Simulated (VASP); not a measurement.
# Ru in VASP: notebook

Runs on Ru. Level: r2SCAN. Tasks: single point.

Program: VASP 6.6.1. These are calculated values, not measurements. Logs are shortened: lines on timing, memory, paths and dates and some standing lists are left out, and cuts for length are marked.

## (1) The cell of the first run

The cell holds a slab with vacuum, 3 atoms: a = 2.703 Å, b = 2.703 Å, c = 11.107 Å, α = 90.00°, β = 90.00°, γ = 120.00°.

## (2) Single point, r2SCAN

POSCAR reads:

```
Ru
1.0
    2.7028907931      0.0000000000      0.0000000000
   -1.3514453966      2.3407720905      0.0000000000
    0.0000000000      0.0000000000     11.1075000000
Ru
3
Direct
    0.0000000000      0.0000000000      0.3151033582
    0.3333333333      0.6666666667      0.5000000487
    0.0000000000      0.0000000000      0.6848966418
```

INCAR.step1 reads:

```
SYSTEM = Ru
PREC     = Accurate       ! precision mode
ENCUT    = 520            ! plane-wave cutoff, eV
ISMEAR   = -1             ! smearing method
SIGMA    = 0.05           ! smearing width, eV
LREAL    = .False.        ! projectors in reciprocal space
LASPH    = .True.         ! aspherical terms in the spheres
NELM     = 100            ! most SCF steps
LDIPOL   = .True.       
IDIPOL   = 3            
DIPOL    = 0.5 0.5 0.500
NBANDS   = 28             ! bands
GGA      = PE             ! functional
ALGO     = Normal         ! electronic algorithm
EDIFF    = 1E-4           ! SCF threshold, eV
LWAVE    = .True.         ! write WAVECAR
LCHARG   = .False.        ! write CHGCAR
```

INCAR.step2 reads:

```
SYSTEM = Ru
PREC     = Accurate       ! precision mode
ENCUT    = 520            ! plane-wave cutoff, eV
EDIFF    = 1E-6           ! SCF threshold, eV
ISMEAR   = -1             ! smearing method
SIGMA    = 0.05           ! smearing width, eV
LREAL    = .False.        ! projectors in reciprocal space
LASPH    = .True.         ! aspherical terms in the spheres
NELM     = 100            ! most SCF steps
ALGO     = Normal         ! electronic algorithm
ISIF     = 2              ! what is computed and relaxed
LWAVE    = .False.        ! write WAVECAR
LCHARG   = .False.        ! write CHGCAR
LDIPOL   = .True.       
IDIPOL   = 3            
DIPOL    = 0.5 0.5 0.500
METAGGA  = R2SCAN         ! meta-GGA
LMIXTAU  = .True.       
NBANDS   = 28             ! bands
ISTART   = 1
```

KPOINTS reads:

```
regular mesh
0
Gamma
  15 15 1
  0 0 0
```

Potentials or basis: VASP PAW PBE potentials, release 64 (Ru_pv).

Command:

```bash
cat potpaw_PBE.64/Ru_pv/POTCAR > POTCAR
cp INCAR.step1 INCAR
mpirun -np 1 vasp_std > vasp.out
cp INCAR.step2 INCAR
mpirun -np 1 vasp_std > vasp.out
```

OUTCAR:

```text
SYSTEM = Ru
   PREC = Accurate
   ENCUT = 520
   EDIFF = 1E-6
   ISMEAR = -1
   LREAL = .False.
   LASPH = .True.
   NELM = 100
   ISIF = 2
   METAGGA = R2SCAN
   ISTART = 1

 ion  position               nearest neighbor table
   1  0.000  0.000  0.315-   2 2.58   2 2.58   2 2.58
   2  0.333  0.667  0.500-   3 2.58   3 2.58   3 2.58   1 2.58   1 2.58   1 2.58
   3  0.000  0.000  0.685-   2 2.58   2 2.58   2 2.58

  LATTYP: Found a hexagonal cell.
 ALAT       =     2.7028907931
 C/A-ratio  =     4.1094890065

  Lattice vectors:

 A1 = (   2.7028907931,   0.0000000000,   0.0000000000)
 A2 = (  -1.3514453966,   2.3407720905,   0.0000000000)
 A3 = (   0.0000000000,   0.0000000000,  11.1075000000)

Analysis of symmetry for initial positions (statically):
=====================================================================
 Subroutine PRICEL returns:
 Original cell was already a primitive cell.

 Routine SETGRP: Setting up the symmetry group for a
 hexagonal supercell.

 Subroutine GETGRP returns: Found 12 space group operations
 (whereof 12 operations were pure point group operations)
 out of a pool of 24 trial point group operations.

The static configuration has the point symmetry D_3h.

Analysis of symmetry for dynamics (positions and initial velocities):
=====================================================================
 Subroutine PRICEL returns:
 Original cell was already a primitive cell.

 Routine SETGRP: Setting up the symmetry group for a
 hexagonal supercell.

 Subroutine GETGRP returns: Found 12 space group operations
 (whereof 12 operations were pure point group operations)
 out of a pool of 24 trial point group operations.

The dynamic configuration has the point symmetry D_3h.

 Subroutine INISYM returns: Found 12 space group operations
 (whereof 12 operations are pure point group operations),
 and found     1 'primitive' translations

----------------------------------------------------------------------------------------

                                     Primitive cell

  volume of cell :      70.2755

  direct lattice vectors                    reciprocal lattice vectors
     2.702890793  0.000000000  0.000000000     0.369974252  0.213604734  0.000000000
    -1.351445397  2.340772090  0.000000000     0.000000000  0.427209468  0.000000000
     0.000000000  0.000000000 11.107500000     0.000000000  0.000000000  0.090029260

  length of vectors
     2.702890793  2.702890793 11.107500000     0.427209468  0.427209468  0.090029260

  position of ions in fractional coordinates (direct lattice)
     0.000000000  0.000000000  0.315103358
     0.333333333  0.666666667  0.500000049
     0.000000000  0.000000000  0.684896642

  ion indices of the primitive-cell ions
   primitive index   ion index
                 1           1
                 2           2
                 3           3

----------------------------------------------------------------------------------------

 KPOINTS: regular mesh

Automatic generation of k-mesh.
 Grid dimensions read from file:
 generate k-points for:   15   15    1

 Generating k-lattice:

  Cartesian coordinates                     Fractional coordinates (reciprocal lattice)
     0.024664950  0.014240316  0.000000000     0.066666667  0.000000000  0.000000000
     0.000000000  0.028480631  0.000000000     0.000000000  0.066666667  0.000000000
     0.000000000  0.000000000  0.090029260     0.000000000  0.000000000  1.000000000

  Length of vectors
     0.028480631  0.028480631  0.090029260

  Shift w.r.t. Gamma in fractional coordinates (k-lattice)
     0.000000000  0.000000000  0.000000000

 Subroutine IBZKPT returns following result:
 ===========================================

 Found     27 irreducible k-points:

 Following reciprocal coordinates:
            Coordinates               Weight
  0.000000  0.000000  0.000000      1.000000
  0.066667  0.000000  0.000000      6.000000
  0.133333  0.000000  0.000000      6.000000
  0.200000 -0.000000  0.000000      6.000000
  0.266667  0.000000  0.000000      6.000000
  0.333333 -0.000000  0.000000      6.000000
[... 16 lines left out ...]
  0.333333  0.200000  0.000000     12.000000
  0.400000  0.200000  0.000000      6.000000
 [... further k-points ...]
   k-points           NKPTS =     27   k-points in BZ     NKDIM =     27   number of bands    NBANDS=     28
   number of dos      NEDOS =    301   number of ions     NIONS =      3
   total plane-waves  NPLWV =  33600
   dimension x,y,z NGX =    20 NGY =   20 NGZ =   84
   dimension x,y,z NGXF=    40 NGYF=   40 NGZF=  168
   ions per type =               3
   NGX,Y,Z   is equivalent  to a cutoff of  12.30, 12.30, 12.57 a.u.
   NGXF,Y,Z  is equivalent  to a cutoff of  24.60, 24.60, 25.14 a.u.
 SYSTEM =  Ru
   PREC   = accura    normal or accurate (medium, high low for compatibility)
   ISTART =      1    job   : 0-new  1-cont  2-samecut
   ICHARG =      0    charge: 1-file 2-atom 10-const
   ISPIN  =      1    spin polarized calculation?
   LNONCOLLINEAR =      F non collinear calculations
   LSORBIT =      F    spin-orbit coupling
   LASPH  =      T    aspherical Exc in radial PAW
   ENCUT  =  520.0 eV  38.22 Ry    6.18 a.u.   5.03  5.03 20.65*2*pi/ulx,y,z
   NELM   =    100;   NELMIN=  2; NELMDL=  0     # of ELM steps
   EDIFF  = 0.1E-05   stopping-criterion for ELM
   LREAL  =      F    real-space projection
   EDIFFG = 0.1E-04   stopping-criterion for IOM
   NSW    =      0    number of steps for IOM
   IBRION =     -1    ionic relax: 0-MD 1-quasi-New 2-CG
   NFREE  =      0    steps in history (QN), initial steepest desc. (CG)
   ISIF   =      2    stress and relaxation
   ISYM   =      2    0-nonsym 1-usesym 2-fastsym
   POTIM  = 0.5000    time-step for ionic-motion
   TEBEG  =    0.0;   TEEND  =   0.0 temperature during run
   PSTRESS=    0.0 pullay stress
   NELECT =      42.0000    total number of electrons
   NUPDOWN=      -1.0000    fix difference up-down
   EMIN   =  10.00;   EMAX   =-10.00  energy-range for DOS
   EFERMI =   0.00;   METHOD = LEGACY
   ISMEAR =    -1;   SIGMA  =   0.05  broadening in eV -4-tet -1-fermi 0-gaus
   EFERMI_NEDOS =   21; number of points for ismear=-14 and -15
   IALGO  =     38    algorithm
   IMIX   =      4    mixing-type and parameters
     AMIX     =   0.40;   BMIX     =  1.00
     AMIX_MAG =   1.60;   BMIX_MAG =  1.00
  volume/ion in A,a.u.               =      23.43       158.08
  Fermi-wavevector in a.u.,A,eV,Ry     =   1.378976  2.605886 25.872484  1.901574
  Thomas-Fermi vector in A             =   2.503988
   LORBIT       =      0    0 simple, 1 ext, 2 COOP (PROOUT), +10 PAW based schemes
   METAGGA = R2SCAN    functional components
   LHFCALC =     F    Hartree Fock is set to
   AEXX    =    0.0000 exact exchange contribution
   IVDW    =     0    specifies the selected vdW correction
   LEPSILON=     F    determine dielectric tensor
   LRPA    =     F    only Hartree local field effects (RPA)
 non-spin polarized calculation
  energy-cutoff  :      520.00
  volume of cell :       70.28
 maximum number of plane-waves:      1919
 NGX is ok and might be reduce to    20
   NGX =  9   NGY =  9   NGZ = 41

 number of electron      41.9999988 magnetization

 dipolmoment           0.000000      0.000000     -0.000005 electrons x Angstroem

 Free energy of the ion-electron system (eV)
  ---------------------------------------------------
  ext. energy  EPLUGINS =         0.00000000
  ---------------------------------------------------
  free energy    TOTEN  =       -74.17174005 eV

  energy without entropy =      -74.15726939  energy(sigma->0) =      -74.16450472

 E-fermi :   5.4761     XC(G=0): -10.3697

 val. band max:        5.4704674253   @ k =   0.1333   0.0667   0.0000
 cond. band min:       5.5286935084   @ k =   0.4000   0.0000   0.0000
 fundamental gap:      0.0582260831
 Fermi energy:         5.4761226120

 k-point     1 :       0.0000    0.0000    0.0000
  band No.  band energies     occupation
      1     -39.8048      2.00000
      2     -39.0200      2.00000
      3     -39.0200      2.00000
      4     -38.8451      2.00000
      5     -38.5288      2.00000
      6     -38.2926      2.00000
[... 20 lines left out ...]
     27       6.6624      0.00000
     28       6.8643      0.00000

 k-point     2 :       0.0667    0.0000    0.0000
  band No.  band energies     occupation
      1     -39.7937      2.00000
      2     -39.0767      2.00000
      3     -39.0292      2.00000
      4     -38.8192      2.00000
      5     -38.5386      2.00000
      6     -38.3203      2.00000
[... 20 lines left out ...]
     27       6.7039      0.00000
     28       8.0219      0.00000

 k-point     3 :       0.1333    0.0000    0.0000
  band No.  band energies     occupation
      1     -39.7627      2.00000
      2     -39.2055      2.00000
      3     -39.0552      2.00000
      4     -38.7769      2.00000
      5     -38.5730      2.00000
      6     -38.4177      2.00000
[... 20 lines left out ...]
     27       7.0496      0.00000
     28       9.3471      0.00000

 k-point     4 :       0.2000   -0.0000    0.0000
  band No.  band energies     occupation
      1     -39.7183      2.00000
      2     -39.3706      2.00000
      3     -39.0931      2.00000
      4     -38.7395      2.00000
      5     -38.6460      2.00000
      6     -38.5621      2.00000
[... 20 lines left out ...]
     27       7.8054      0.00000
     28      10.6651      0.00000

 k-point     5 :       0.2667    0.0000    0.0000
  band No.  band energies     occupation
      1     -39.6715      2.00000
      2     -39.5473      2.00000
      3     -39.1364      2.00000
      4     -38.7519      2.00000
      5     -38.7514      2.00000
      6     -38.6803      2.00000
[... 20 lines left out ...]
     27       8.6357      0.00000
     28      11.9298      0.00000

 k-point     6 :       0.3333   -0.0000    0.0000
  band No.  band energies     occupation
      1     -39.7097      2.00000
      2     -39.6362      2.00000
      3     -39.1775      2.00000
      4     -38.8940      2.00000
      5     -38.8476      2.00000
      6     -38.6645      2.00000
[... 463 lines left out ...]
      5     -38.8212      2.00000
      6     -38.6470      2.00000
[... 20 lines left out ...]
     27      10.0191      0.00000
     28      13.5841      0.00000

 k-point    22 :       0.2667    0.2000    0.0000
  band No.  band energies     occupation
      1     -39.7462      2.00000
      2     -39.5916      2.00000
      3     -39.3676      2.00000
      4     -38.9161      2.00000
      5     -38.8553      2.00000
      6     -38.6658      2.00000
[... 20 lines left out ...]
     27      11.1907      0.00000
     28      13.4492      0.00000

 k-point    23 :       0.3333    0.2000    0.0000
  band No.  band energies     occupation
      1     -39.7946      2.00000
      2     -39.5764      2.00000
      3     -39.4210      2.00000
      4     -38.9632      2.00000
      5     -38.8722      2.00000
      6     -38.6972      2.00000
[... 20 lines left out ...]
     27      12.3735      0.00000
     28      13.3602      0.00000

 k-point    24 :       0.4000    0.2000    0.0000
  band No.  band energies     occupation
      1     -39.8111      2.00000
      2     -39.5716      2.00000
      3     -39.4399      2.00000
      4     -38.9798      2.00000
      5     -38.8774      2.00000
      6     -38.7058      2.00000
[... 20 lines left out ...]
     27      12.5281      0.00000
     28      13.3638      0.00000

 [... further k-points ...]

------------------------ aborting loop because EDIFF is reached ----------------------------------------

 vacuum level on the upper side and lower side of the slab       (xc-potential included)        -1.784        -1.784

  FORCE on cell =-STRESS in cart. coord.  units (eV):
  Direction    XX          YY          ZZ          XY          YZ          ZX
  --------------------------------------------------------------------------------------
  -------------------------------------------------------------------------------------
  Total       -2.4713270     -2.4713270      0.2137741      0.0000000      0.0000000      0.0000000
  in kB      -56.3425955    -56.3425955      4.8737325      0.0000000      0.0000000      0.0000000
  external PRESSURE =     -35.9371528 kB  Pullay stress =       0.0000000 kB

 VOLUME and BASIS-vectors are now :
 -----------------------------------------------------------------------------
  energy-cutoff  :      520.00
  volume of cell :       70.28
      direct lattice vectors                 reciprocal lattice vectors
     2.702890793  0.000000000  0.000000000     0.369974252  0.213604734  0.000000000
    -1.351445397  2.340772090  0.000000000     0.000000000  0.427209468  0.000000000
     0.000000000  0.000000000 11.107500000     0.000000000  0.000000000  0.090029260

 POSITION                                       TOTAL-FORCE (eV/Angst)
 -----------------------------------------------------------------------------------
      0.00000      0.00000      3.50001        -0.000000      0.000000     -0.105635
     -0.00000      1.56051      5.55375        -0.000000     -0.000000      0.000000
      0.00000      0.00000      7.60749         0.000000     -0.000000      0.105635
 -----------------------------------------------------------------------------------
    total drift:                                0.000000     -0.000000     -0.001376

  FREE ENERGIE OF THE ION-ELECTRON SYSTEM (eV)
  ---------------------------------------------------
  free  energy   TOTEN  =       -74.1717400538 eV

  energy  without entropy=      -74.1572693854  energy(sigma->0) =      -74.16450472

 vacuum level on the upper side and lower side of the slab         8.690         8.690
```

Wall time 2.7 min (1 thread of Intel Xeon Platinum 8259CL at 2.50GHz (Skylake/Cascade Lake), shared host); peak memory 0.2 GiB.

Results:

| Item | Value |
| --- | --- |
| Free energy | -74.1717 eV |
| Largest force | 0.106 eV/Å |
| Band gap on the k mesh | zero (band 21 reaches 6.64 eV, above the bottom of band 22 at 4.42 eV) |

Forces on the atoms (eV/Å):
```
Ru   0.000  0.000 -0.106
Ru   0.000  0.000  0.000
Ru   0.000  0.000  0.106
```

Caveat: the PAW data sets were made with another functional, which shifts forces and pressure a little.

(Part 1 of 2 ends here.)
